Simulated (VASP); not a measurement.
A run of VASP 6.6.1 is set up as follows.

The input INCAR:

```
ALGO = Normal
EDIFF = 1E-7
ENCUT = 520
GGA = PE
ISIF = 2
ISMEAR = -1
ISPIN = 2
LASPH = T
LCHARG = T
LELF = T
LMAXMIX = 4
LORBIT = 11
LREAL = F
LVHAR = T
LWAVE = F
MAGMOM = 0.191 -0.191
NBANDS = 23
NELM = 150
PREC = Accurate
SIGMA = 0.05
```

The input KPOINTS:

```
k-points
0
Gamma
  13 13 13
```

File POSCAR:

```
Cr
1.0
    0.0000000000      2.3088439251      2.3088439251
    2.3088439251      0.0000000000      2.3088439251
    2.3088439251      2.3088439251      0.0000000000
Cr
2
Direct
    0.0000000000      0.0000000000      0.0000000000
    0.5000000000      0.5000000000      0.5000000000
```

Potentials or basis: VASP PAW PBE potentials, release 64 (Cr_pv).

Run with:

```sh
$ cat potpaw_PBE.64/Cr_pv/POTCAR > POTCAR
$ mpirun -np 1 vasp_std > vasp.out
```

(1) Estimate the net moment.

(2) What does it give for the pressure?

(3) Estimate the band gap on the k mesh.

## Answers

(1) 0.00 μB per cell.

(2) 7.9 GPa.

(3) zero (filled and empty bands overlap).
